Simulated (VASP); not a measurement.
Input of a VASP 6.6.1 run:

Contents of INCAR:

```
SYSTEM = AlGaN2
PREC = Accurate
ENCUT = 520
EDIFF = 1E-7
ISMEAR = 0
SIGMA = 0.05
LREAL = .FALSE.
LASPH = .TRUE.
NELM = 80
ALGO = Normal
ISIF = 2
LWAVE = .FALSE.
LCHARG = .FALSE.
NBANDS = 21
```

The input KPOINTS:

```
Automatic mesh
0
G
  8 8 6
  0 0 0
```

Contents of POSCAR:

```
AlGaN2
1.0
    3.3489329519      0.0000000000      0.0000000000
    0.0000000000      3.3489329519      0.0000000000
    0.0000000000      0.0000000000      4.3843302008
Al Ga N
1 1 2
Direct
    0.5000000000      0.5000000000      0.5000000000
    0.0000000000      0.0000000000      0.0000000000
    0.5000000000      0.0000000000      0.7400513254
    0.0000000000      0.5000000000      0.2599486746
```

Potentials or basis: VASP PAW LDA potentials, release 64 (Al, Ga_d, N).

Run with:

```console
$ cat potpaw_LDA.64/Al/POTCAR potpaw_LDA.64/Ga_d/POTCAR potpaw_LDA.64/N/POTCAR > POTCAR
$ mpirun -np 1 vasp_std > vasp.out
```

**Question.** What does it give for the band gap on the k mesh?

**Answer.** 1.96 eV, direct.

**Question.** Predict the pressure.

**Answer.** -22.0 GPa.

Forces in eV/Å, atoms in the order of the input:
```
Al   0.000  0.000  0.000
Ga   0.000  0.000  0.000
N    0.000  0.000 -0.112
N    0.000  0.000  0.112
```

Caveat: the cell differs from its parent crystal (strain +0.0750 x Voigt [1, 1, 0, 0, 0, 0]).
